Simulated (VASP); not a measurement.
A run of VASP 6.6.1:

File INCAR:

```
PREC = Accurate
ENCUT = 520
EDIFF = 1E-6
ISMEAR = -1
SIGMA = 0.1
LREAL = F
LASPH = T
NELM = 60
ALGO = Normal
ISIF = 2
LWAVE = F
LCHARG = F
GGA = PS
NBANDS = 13
```

The input KPOINTS:

```
Automatic mesh
0
Gamma
  18 18 18
```

POSCAR

```
W
1.0
   -1.5350446047      1.5350446047      1.5350446047
    1.5350446047     -1.5350446047      1.5350446047
    1.5350446047      1.5350446047     -1.5350446047
W
1
Direct
    0.0000000000      0.0000000000      0.0000000000
```

Potentials or basis: VASP PAW PBE potentials, release 64 (W_sv).

Command:

```sh
$ cat potpaw_PBE.64/W_sv/POTCAR > POTCAR
$ mpirun -np 1 vasp_std > vasp.out
```

Hardware: 1 thread of AMD EPYC 7R43 64-Core Processor (Zen 3) (shared host).

Question: How long does it take, and how much memory?

Answer: It took 30 s on 1 thread of AMD EPYC 7R43 64-Core Processor (Zen 3) (shared host), peak memory 0.11 GiB. Counts: scf iterations 11, k points 195.
